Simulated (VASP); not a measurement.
# Al2Si (P4/mmm) in VASP: notebook, part 2 of 2

VASP 6.6.1.

**4. Relaxation of cell and atoms, PBE**

The input, INCAR:

```
PREC = Accurate ; ENCUT = 600
EDIFF = 1E-6 ; ISMEAR = 0
SIGMA = 0.1 ; LREAL = False
LASPH = True ; NELM = 80
ALGO = Normal ; ISIF = 3
LWAVE = False ; LCHARG = False
GGA = PE ; IBRION = 2
NSW = 90 ; EDIFFG = -0.04
```

The input, KPOINTS:

```
regular mesh
0
Gamma
  6 6 4
```

The input, POSCAR:

```
Al2Si
1.0
    2.7633999100      0.0000000000      0.0000000000
    0.0000000000      2.7633999100      0.0000000000
    0.0000000000      0.0000000000      5.7015876700
Al Si
2 1
Direct
    0.5000000000      0.5000000000      0.2949999900
    0.5000000000      0.5000000000      0.7050000100
    0.0000000000      0.0000000000      0.0000000000
```

Potentials or basis: VASP PAW PBE potentials, release 64 (Al, Si).

Launch:

```console
$ cat potpaw_PBE.64/Al/POTCAR potpaw_PBE.64/Si/POTCAR > POTCAR
$ mpirun -np 1 vasp_std > vasp.out
```

OUTCAR:

```text
PREC = Accurate
   ENCUT = 600
   EDIFF = 1E-6
   ISMEAR = 0
   LREAL = False
   LASPH = True
   NELM = 80
   ISIF = 3
   GGA = PE
   IBRION = 2
   NSW = 90
   EDIFFG = -0.04

 ion  position               nearest neighbor table
   1  0.500  0.500  0.295-   2 2.34   3 2.58   3 2.58   3 2.58   3 2.58   2 3.36
   2  0.500  0.500  0.705-   1 2.34   3 2.58   3 2.58   3 2.58   3 2.58   1 3.36
   3  0.000  0.000  0.000-   1 2.58   2 2.58   1 2.58   2 2.58   1 2.58   2 2.58   1 2.58   2 2.58

  LATTYP: Found a simple tetragonal cell.
 ALAT       =     2.7633999100
 C/A-ratio  =     2.0632510153

  Lattice vectors:

 A1 = (   2.7633999100,   0.0000000000,   0.0000000000)
 A2 = (   0.0000000000,   2.7633999100,   0.0000000000)
 A3 = (   0.0000000000,   0.0000000000,   5.7015876700)

Analysis of symmetry for initial positions (statically):
=====================================================================
 Subroutine PRICEL returns:
 Original cell was already a primitive cell.

 Routine SETGRP: Setting up the symmetry group for a
 simple tetragonal supercell.

 Subroutine GETGRP returns: Found 16 space group operations
 (whereof 16 operations were pure point group operations)
 out of a pool of 16 trial point group operations.

The static configuration has the point symmetry D_4h.

[... 171 lines left out ...]
  -------------------------------------------------------------------------------------
  Total        3.8176694      3.8176694      7.3904260      0.0000000     -0.0000000      0.0000000
  in kB      140.4835973    140.4835973    271.9548253      0.0000000     -0.0000000      0.0000000
  external PRESSURE =     184.3073400 kB  Pullay stress =       0.0000000 kB
[... 24 lines left out ...]
--------------------------------------- Ionic step        2  -------------------------------------------

 number of electron      10.0000000 magnetization

 E-fermi :   6.8619     XC(G=0):  -9.8854

 val. band max:        6.8355022411   @ k =   0.3333   0.3333   0.5000
 cond. band min:       6.9811341406   @ k =   0.5000   0.5000   0.0000
 fundamental gap:      0.1456318995
 Fermi energy:         6.8618729119

 k-point     1 :       0.0000    0.0000    0.0000
  band No.  band energies     occupation
      1      -4.9796      2.00000
      2      -0.6659      2.00000
      3       0.3492      2.00000
      4       9.5168      0.00000
      5      10.2314      0.00000
      6      10.2660      0.00000
      7      10.2660      0.00000
      8      11.7450      0.00000
      9      13.7677      0.00000
[... 386 lines left out ...]
--------------------------------------- Ionic step        5  -------------------------------------------

 number of electron      10.0000000 magnetization

 Free energy of the ion-electron system (eV)
  ---------------------------------------------------
  ext. energy  EPLUGINS =         0.00000000
  ---------------------------------------------------
  free energy    TOTEN  =       -11.96214872 eV

  energy without entropy =      -11.95730239  energy(sigma->0) =      -11.95972556

 E-fermi :   7.4895     XC(G=0): -10.0943

 val. band max:        7.4526982007   @ k =   0.3333   0.1667   0.5000
 cond. band min:       7.4969585779   @ k =   0.0000   0.0000   0.2500
 fundamental gap:      0.0442603773
 Fermi energy:         7.4895468549

 k-point     1 :       0.0000    0.0000    0.0000
  band No.  band energies     occupation
      1      -4.8093      2.00000
      2      -0.3195      2.00000
      3       0.7053      2.00000
      4      10.3963      0.00000
      5      10.9556      0.00000
      6      10.9556      0.00000
      7      10.9710      0.00000
      8      12.2368      0.00000
      9      14.7618      0.00000
[... 306 lines left out ...]
  FREE ENERGIE OF THE ION-ELECTRON SYSTEM (eV)
  ---------------------------------------------------
  free  energy   TOTEN  =       -11.9621487249 eV

  energy  without entropy=      -11.9573023882  energy(sigma->0) =      -11.95972556

 reached required accuracy - stopping structural energy minimisation
```

OSZICAR:

```text
N       E                     dE             d eps       ncg     rms          rms(c)
DAV:   1     0.966074081816E+01    0.96607E+01   -0.43610E+03   540   0.997E+02
DAV:   2    -0.110326604842E+02   -0.20693E+02   -0.19950E+02   739   0.995E+01
DAV:   3    -0.116080868884E+02   -0.57543E+00   -0.56788E+00   743   0.158E+01
[... 37 lines left out ...]
DAV:   1    -0.119625585830E+02   -0.15879E-02   -0.23673E-02   663   0.859E-01    0.862E-02
DAV:   2    -0.119622009597E+02    0.35762E-03   -0.19390E-03   598   0.266E-01    0.400E-02
DAV:   3    -0.119621550045E+02    0.45955E-04   -0.19604E-04   702   0.742E-02    0.187E-02
DAV:   4    -0.119621487634E+02    0.62411E-05   -0.26870E-05   592   0.320E-02    0.459E-03
DAV:   5    -0.119621487249E+02    0.38505E-07   -0.20822E-06   446   0.884E-03
   5 F= -.11962149E+02 E0= -.11959726E+02  d E =-.117812E-02
```

Run time: 14 s. Hardware: 1 thread of Intel Xeon 6975P-C (Granite Rapids), shared host; peak memory 0.16 GiB.

Results:

```
Free energy                            : -11.9621 eV
Relaxed volume                         : 17.28 Å³/atom
Relaxed cell                           : a = 2.885 Å, b = 2.885 Å, c = 6.230 Å, α = 90.00°, β = 90.00°, γ = 90.00°
Space group after relaxing (to 0.05 Å) : P4/mmm (No. 123)
Energy gained by relaxing              : 149.9 meV/atom
Ionic steps                            : 5
Pressure after relaxing                : 0.0 GPa
Largest force after relaxing           : 0.029 eV/Å
Band gap on the k mesh                 : zero (band 5 reaches 11.03 eV, above the bottom of band 6 at 5.78 eV)
```

Forces in eV/Å, atoms in the order of the input:
```
Al   0.000  0.000 -0.029
Al   0.000  0.000  0.029
Si   0.000  0.000  0.000
```

Stress tensor (GPa, compression positive):
```
-0.10  0.00  0.00
 0.00 -0.10  0.00
 0.00  0.00  0.26
```

The path:
| step | energy change (eV) | largest force (eV/Å) | pressure (GPa) | volume (Å³) |
| --- | --- | --- | --- | --- |
| 1 | 0.0000 | 0.5928 | 18.43 | 43.54 |
| 2 | -0.4167 | 0.0681 | -3.39 | 54.88 |
| 3 | -0.4484 | 0.0800 | 0.09 | 51.75 |
| 4 | -0.4487 | 0.0800 | -0.21 | 51.99 |
| 5 | -0.4498 | 0.0290 | 0.02 | 51.85 |

Final structure:
```cif
data_structure
_symmetry_space_group_name_H-M 'P 1'
_symmetry_Int_Tables_number 1
_cell_length_a 2.8848
_cell_length_b 2.8848
_cell_length_c 6.2300
_cell_angle_alpha 90.000
_cell_angle_beta 90.000
_cell_angle_gamma 90.000
_cell_volume 51.85
loop_
_atom_site_label
_atom_site_type_symbol
_atom_site_fract_x
_atom_site_fract_y
_atom_site_fract_z
_atom_site_occupancy
Al1 Al 0.50000 0.50000 0.29046 1
Al2 Al 0.50000 0.50000 0.70954 1
Si1 Si 0.00000 0.00000 0.00000 1
```

Caveat: the k points lie up to 0.36 Å⁻¹ apart in the final cell; the volume moved by over 15 % at a fixed basis, so the end points are rough.

**5. Overview**

```csv
task,cell,cutoff (eV),gap on the mesh (eV),pressure (GPa),largest force (eV/Å)
single point,"a = 2.763, b = 2.763, c = 5.702 Å, 3 atoms",520,none,18.4,0.59
single point,"a = 2.882, b = 2.882, c = 6.250 Å, 3 atoms",520,none,-0.1,0.01
relaxation of cell and atoms,"relaxed from a = 2.763, b = 2.763, c = 5.702 Å, 3 atoms",600,none,0.0,0.03
```

Alike in all rows: level PBE; potentials or basis VASP PAW PBE potentials, release 64 (Al, Si); no spin polarisation; k mesh 6 × 6 × 4; smearing gaussian 0.1 eV.

Caveats: all runs use coarse meshes; the volume moved by over 15 % at a fixed basis, so the end points are rough (some runs).

Total energies depend on the potentials used, so only differences within one code and one set of settings carry meaning.
